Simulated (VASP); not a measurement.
Crystal: Li.

```
CELL_PARAMETERS angstrom
3.11100 0.00000 0.00000
-1.55550 2.69421 0.00000
0.00000 0.00000 5.09300
ATOMIC_POSITIONS crystal
Li 0.33333 0.66667 0.25000
Li 0.66667 0.33333 0.75000
```

```yaml
Program: VASP 6.6.1
Task: relaxation of cell and atoms
Functional: PBEsol
Dispersion: D3(BJ)
Potentials_or_basis: VASP PAW PBE potentials, release 64 (Li_sv)
Cutoff: 600 eV
k_mesh: 7 × 7 × 4
Occupations: methfessel-paxton, width 0.1 eV
Spin: no spin polarisation
```

At the start: pressure -1.9 GPa; volume 21.34 Å³/atom.

Q: Where does the relaxation end?

A: Over 4 steps the energy falls by 21.0 meV/atom and the volume is 18.12 Å³/atom (-15.1 %); space group P6_3/mmc (No. 194, to 0.05 Å).

Step by step:
```
step  energy change (eV)  largest force (eV/Å)  pressure (GPa)  volume (Å³)
   1              0.0000                0.0000           -1.88        42.69
   2             -0.0165                0.0000           -1.55        41.16
   3             -0.0402                0.0000           -0.48        37.59
   4             -0.0420                0.0000            0.07        36.24
```

Final structure:
```
CELL_PARAMETERS angstrom
2.93616 0.00000 0.00000
-1.46808 2.54279 0.00000
0.00000 0.00000 4.85454
ATOMIC_POSITIONS crystal
Li 0.33333 0.66667 0.25000
Li 0.66667 0.33333 0.75000
```

Caveat: the cutoff is under 1.25 times the usual one of these potentials, so pressure, stress and relaxed cells hold a basis-set (Pulay) error; the volume moved by over 15 % at a fixed basis, so the end points are rough; the PAW data sets were made with another functional, which shifts forces and pressure a little; the volume moved by -15 % from the deposited cell, more than functionals usually miss; pairwise dispersion overbinds metals, which lowers pressure and volume.
